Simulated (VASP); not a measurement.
# W in VASP: further runs

The runs below take W through single point, relaxation of cell and atoms, with PBE.

Everything below comes from runs of VASP 6.6.1. Logs are shortened: lines on timing, memory, paths and dates and some standing lists are left out, and cuts for length are marked.

## 1. The cell of the first run

The structure is trigonal, space group R-3m (No. 166). Conventional cell: a = 3.007 Å, b = 3.007 Å, c = 6.336 Å, α = 90.00°, β = 90.00°, γ = 120.00°. Within 3.6 Å of W (site symmetry -3m) lie 12 W at 2.73 to 3.01 Å.

## 2. Single point, PBE

Contents of INCAR:

```
SYSTEM = W
PREC = Accurate ; ENCUT = 520
EDIFF = 1E-6 ; ISMEAR = 0
SIGMA = 0.1 ; LREAL = .False.
LASPH = .True. ; NELM = 60
ALGO = Normal ; ISIF = 2
LWAVE = .False. ; LCHARG = .False.
GGA = PE ; NBANDS = 21
```

Contents of KPOINTS:

```
Automatic mesh
0
Gamma
  6 6 6
  0 0 0
```

Contents of POSCAR:

```
W
1.0
    1.5035646668      0.8680834652      4.2241023221
   -1.5035646668      0.8680834652      4.2241023221
    0.0000000000     -1.7361669303      4.2241023221
W
2
Direct
    0.2500009683      0.2500009683      0.2500009683
    0.7499990317      0.7499990317      0.7499990317
```

Potentials or basis: VASP PAW PBE potentials, release 64 (W_sv).

Started as:

```console
$ cat potpaw_PBE.64/W_sv/POTCAR > POTCAR
$ mpirun -np 1 vasp_std > vasp.out
```

OUTCAR:

```text
SYSTEM = W
   PREC = Accurate
   ENCUT = 520
   EDIFF = 1E-6
   ISMEAR = 0
   LREAL = .False.
   LASPH = .True.
   NELM = 60
   ISIF = 2
   GGA = PE

 ion  position               nearest neighbor table
   1  0.250  0.250  0.250-   2 2.73   2 2.73   2 2.73   2 2.73   2 2.73   2 2.73
   2  0.750  0.750  0.750-   1 2.73   1 2.73   1 2.73   1 2.73   1 2.73   1 2.73

  LATTYP: Found a trigonal (rhomboedric) cell.
 ALAT       =     4.5669810638
 COS(alpha) =     0.7832217047

  Lattice vectors:

 A1 = (   1.5035646668,   0.8680834652,   4.2241023221)
 A2 = (  -1.5035646668,   0.8680834652,   4.2241023221)
 A3 = (   0.0000000000,  -1.7361669303,   4.2241023221)

Analysis of symmetry for initial positions (statically):
=====================================================================
 Subroutine PRICEL returns following result:

  LATTYP: Found a base centered monoclinic cell.
 ALAT       =     4.5670264613
 B/A-ratio  =     0.6584435977
 C/A-ratio  =     0.5986460162
 COS(beta)  =    -0.4730943938

  Lattice vectors:

 A1 = (   0.0000000000,   1.7361669304,   2.1120757022)
 A2 = (   1.5035646668,  -0.8680834651,   2.1120757022)
 A3 = (   1.5035646668,   0.8680834652,  -2.1120266199)

   2 primitive cells build up your supercell.

 Routine SETGRP: Setting up the symmetry group for a
 trigonal (rhombohedral) supercell.

 Subroutine GETGRP returns: Found 12 space group operations
 (whereof 12 operations were pure point group operations)
 out of a pool of 12 trial point group operations.

The static configuration has the point symmetry D_3d.

Analysis of symmetry for dynamics (positions and initial velocities):
=====================================================================
 Subroutine PRICEL returns following result:

  LATTYP: Found a base centered monoclinic cell.
 ALAT       =     4.5670264613
 B/A-ratio  =     0.6584435977
 C/A-ratio  =     0.5986460162
 COS(beta)  =    -0.4730943938

  Lattice vectors:

 A1 = (   0.0000000000,   1.7361669304,   2.1120757022)
 A2 = (   1.5035646668,  -0.8680834651,   2.1120757022)
 A3 = (   1.5035646668,   0.8680834652,  -2.1120266199)

   2 primitive cells build up your supercell.

 Routine SETGRP: Setting up the symmetry group for a
 trigonal (rhombohedral) supercell.

 Subroutine GETGRP returns: Found 12 space group operations
 (whereof 12 operations were pure point group operations)
 out of a pool of 12 trial point group operations.

The dynamic configuration has the point symmetry D_3d.

 Subroutine INISYM returns: Found 12 space group operations
 (whereof 12 operations are pure point group operations),
 and found     2 'primitive' translations

----------------------------------------------------------------------------------------

                                     Primitive cell

  volume of cell :      16.5402

  direct lattice vectors                    reciprocal lattice vectors
     0.000000000  1.736166930  2.112075702    -0.000002576  0.383986167  0.157823848
     1.503564667 -0.868083465  2.112075702     0.332540487 -0.191995314  0.157823848
     1.503564667  0.868083465 -2.112026620     0.332545639  0.191995314 -0.157823848

  length of vectors
     2.734070113  2.734070113  2.734032197     0.415155084  0.415155084  0.415159210

  position of ions in fractional coordinates (direct lattice)
     0.500000000  0.500000000  0.500000000

  ion indices of the primitive-cell ions
   primitive index   ion index
                 1           1

----------------------------------------------------------------------------------------

 KPOINTS: Automatic mesh

Automatic generation of k-mesh.
 Grid dimensions read from file:
 generate k-points for:    6    6    6

 Generating k-lattice:

  Cartesian coordinates                     Fractional coordinates (reciprocal lattice)
     0.055423844  0.031998971  0.013152038     0.166666667 -0.000000000  0.000000000
    -0.055423844  0.031998971  0.013152038    -0.000000000  0.166666667  0.000000000
     0.000000000 -0.063997942  0.013152038    -0.000000000 -0.000000000  0.166666667

  Length of vectors
     0.065335387  0.065335387  0.065335387

  Shift w.r.t. Gamma in fractional coordinates (k-lattice)
     0.000000000  0.000000000  0.000000000

 Subroutine IBZKPT returns following result:
 ===========================================

 Found     32 irreducible k-points:

 Following reciprocal coordinates:
            Coordinates               Weight
  0.000000  0.000000  0.000000      1.000000
  0.166667 -0.000000  0.000000      6.000000
  0.333333 -0.000000  0.000000      6.000000
  0.500000 -0.000000  0.000000      3.000000
  0.166667  0.166667  0.000000      6.000000
  0.333333  0.166667  0.000000     12.000000
[... 16 lines left out ...]
  0.500000  0.500000  0.166667      6.000000
 -0.333333  0.500000  0.166667     12.000000
 [... further k-points ...]
   k-points           NKPTS =     32   k-points in BZ     NKDIM =     32   number of bands    NBANDS=     21
   number of dos      NEDOS =    301   number of ions     NIONS =      2
   total plane-waves  NPLWV =  46656
   dimension x,y,z NGX =    36 NGY =   36 NGZ =   36
   dimension x,y,z NGXF=    72 NGYF=   72 NGZF=   72
   ions per type =               2
   NGX,Y,Z   is equivalent  to a cutoff of  13.10, 13.10, 13.10 a.u.
   NGXF,Y,Z  is equivalent  to a cutoff of  26.21, 26.21, 26.21 a.u.
 SYSTEM =  W
   PREC   = accura    normal or accurate (medium, high low for compatibility)
   ISTART =      0    job   : 0-new  1-cont  2-samecut
   ICHARG =      2    charge: 1-file 2-atom 10-const
   ISPIN  =      1    spin polarized calculation?
   LNONCOLLINEAR =      F non collinear calculations
   LSORBIT =      F    spin-orbit coupling
   LASPH  =      T    aspherical Exc in radial PAW
   ENCUT  =  520.0 eV  38.22 Ry    6.18 a.u.   8.49  8.49  8.49*2*pi/ulx,y,z
   NELM   =     60;   NELMIN=  2; NELMDL= -5     # of ELM steps
   EDIFF  = 0.1E-05   stopping-criterion for ELM
   LREAL  =      F    real-space projection
   EDIFFG = 0.1E-04   stopping-criterion for IOM
   NSW    =      0    number of steps for IOM
   IBRION =     -1    ionic relax: 0-MD 1-quasi-New 2-CG
   NFREE  =      0    steps in history (QN), initial steepest desc. (CG)
   ISIF   =      2    stress and relaxation
   ISYM   =      2    0-nonsym 1-usesym 2-fastsym
   POTIM  = 0.5000    time-step for ionic-motion
   TEBEG  =    0.0;   TEEND  =   0.0 temperature during run
   PSTRESS=    0.0 pullay stress
   NELECT =      28.0000    total number of electrons
   NUPDOWN=      -1.0000    fix difference up-down
   EMIN   =  10.00;   EMAX   =-10.00  energy-range for DOS
   EFERMI =   0.00;   METHOD = LEGACY
   ISMEAR =     0;   SIGMA  =   0.10  broadening in eV -4-tet -1-fermi 0-gaus
   EFERMI_NEDOS =   21; number of points for ismear=-14 and -15
   IALGO  =     38    algorithm
   IMIX   =      4    mixing-type and parameters
     AMIX     =   0.40;   BMIX     =  1.00
     AMIX_MAG =   1.60;   BMIX_MAG =  1.00
  volume/ion in A,a.u.               =      16.54       111.62
  Fermi-wavevector in a.u.,A,eV,Ry     =   1.548595  2.926420 32.628748  2.398145
  Thomas-Fermi vector in A             =   2.653522
   LORBIT       =      0    0 simple, 1 ext, 2 COOP (PROOUT), +10 PAW based schemes
   GGA     = PE    functional components
   LHFCALC =     F    Hartree Fock is set to
   AEXX    =    0.0000 exact exchange contribution
   IVDW    =     0    specifies the selected vdW correction
   LEPSILON=     F    determine dielectric tensor
   LRPA    =     F    only Hartree local field effects (RPA)
 non-spin polarized calculation
 Gauss-broadening in eV      SIGMA  =   0.10
  energy-cutoff  :      520.00
  volume of cell :       33.08
 maximum number of plane-waves:       908
 NGX is ok and might be reduce to    36
   NGX = 17   NGY = 17   NGZ = 17

 number of electron      28.0000003 magnetization

 Free energy of the ion-electron system (eV)
  ---------------------------------------------------
  ext. energy  EPLUGINS =         0.00000000
  ---------------------------------------------------
  free energy    TOTEN  =       -25.06673567 eV

  energy without entropy =      -25.06097878  energy(sigma->0) =      -25.06385722

 E-fermi :  10.6358     XC(G=0): -13.3704

 val. band max:       10.6161581664   @ k =  -0.3333   0.3333   0.3333
 cond. band min:      10.7173655184   @ k =  -0.3333   0.1667   0.1667
 fundamental gap:      0.1012073520
 Fermi energy:        10.6357732506

 k-point     1 :       0.0000    0.0000    0.0000
  band No.  band energies     occupation
      1     -63.2991      2.00000
      2     -63.1179      2.00000
      3     -28.1703      2.00000
      4     -27.3307      2.00000
      5     -27.3307      2.00000
      6     -27.0175      2.00000
[... 13 lines left out ...]
     20      16.2039      0.00000
     21      21.7720      0.00000

 k-point     2 :       0.1667   -0.0000    0.0000
  band No.  band energies     occupation
      1     -63.2783      2.00000
      2     -63.1213      2.00000
      3     -28.0609      2.00000
      4     -27.4419      2.00000
      5     -27.3426      2.00000
      6     -27.1816      2.00000
[... 13 lines left out ...]
     20      18.1108      0.00000
     21      21.7362      0.00000

 k-point     3 :       0.3333   -0.0000    0.0000
  band No.  band energies     occupation
      1     -63.2276      2.00000
      2     -63.1369      2.00000
      3     -27.7697      2.00000
      4     -27.6483      2.00000
      5     -27.5098      2.00000
      6     -27.3509      2.00000
[... 13 lines left out ...]
     20      18.2943      0.00000
     21      22.0410      0.00000
[... 457 lines left out ...]
 k-point    23 :       0.5000    0.5000    0.1667
  band No.  band energies     occupation
      1     -63.2083      2.00000
      2     -63.1563      2.00000
      3     -27.9489      2.00000
      4     -27.9354      2.00000
      5     -27.4824      2.00000
      6     -27.0928      2.00000
[... 13 lines left out ...]
     20      15.8790      0.00000
     21      21.9281      0.00000

 k-point    24 :      -0.3333    0.5000    0.1667
  band No.  band energies     occupation
      1     -63.1884      2.00000
      2     -63.1585      2.00000
      3     -28.0117      2.00000
      4     -27.9540      2.00000
      5     -27.5302      2.00000
      6     -27.2247      2.00000
[... 13 lines left out ...]
     20      17.0170      0.00000
     21      20.1931      0.00000

 [... further k-points ...]
[... 5 lines left out ...]
  --------------------------------------------------------------------------------------
  -------------------------------------------------------------------------------------
  Total        0.0890605      0.0890605      0.1189945     -0.0000000      0.0000000      0.0000000
  in kB        4.3134676      4.3134676      5.7632612     -0.0000000      0.0000000      0.0000000
  external PRESSURE =       4.7967321 kB  Pullay stress =       0.0000000 kB

 VOLUME and BASIS-vectors are now :
 -----------------------------------------------------------------------------
  energy-cutoff  :      520.00
  volume of cell :       33.08
      direct lattice vectors                 reciprocal lattice vectors
     1.503564667  0.868083465  4.224102322     0.332543063  0.191993827  0.078912230
    -1.503564667  0.868083465  4.224102322    -0.332543063  0.191993827  0.078912230
     0.000000000 -1.736166930  4.224102322     0.000000000 -0.383987654  0.078912230

 POSITION                                       TOTAL-FORCE (eV/Angst)
 -----------------------------------------------------------------------------------
      0.00000      0.00000      3.16809         0.000000      0.000000     -0.000000
      0.00000      0.00000      9.50422         0.000000     -0.000000      0.000000
 -----------------------------------------------------------------------------------
    total drift:                                0.000000     -0.000000      0.000000

  FREE ENERGIE OF THE ION-ELECTRON SYSTEM (eV)
  ---------------------------------------------------
  free  energy   TOTEN  =       -25.0667356688 eV

  energy  without entropy=      -25.0609787792  energy(sigma->0) =      -25.06385722
```

It took 25 s on 1 thread of AMD EPYC 7R13 (Zen 3), shared host; peak memory 0.18 GiB.

What came out:

```
Free energy            : -25.0667 eV
Pressure               : 0.5 GPa
Band gap on the k mesh : zero (band 14 reaches 11.37 eV, above the bottom of band 15 at 10.07 eV)
```

Levels at points of the mesh, in eV from the Fermi level:
| k point | band 11 | band 12 | band 13 | band 14 | band 15 | band 16 | band 17 | band 18 |
| --- | --- | --- | --- | --- | --- | --- | --- | --- |
| (0.00, 0.00, 0.00) | -1.93 | -1.93 | -1.70 | -1.70 | 1.13 | 2.07 | 2.66 | 2.66 |
| (0.50, 0.00, 0.00) | -2.69 | -2.69 | -1.17 | -1.17 | 0.58 | 0.58 | 3.90 | 3.90 |
| (0.50, 0.50, 0.00) | -4.72 | -2.13 | -0.07 | 0.74 | 2.87 | 3.54 | 4.12 | 4.75 |
| (0.50, 0.50, 0.50) | -1.01 | -1.01 | -0.53 | -0.53 | -0.53 | -0.53 | 1.60 | 1.60 |

Caveat: the k points lie up to 0.41 Å⁻¹ apart; spin-orbit coupling is left out, which moves the levels of the heavy elements.

(Part 1 of 2 ends here.)
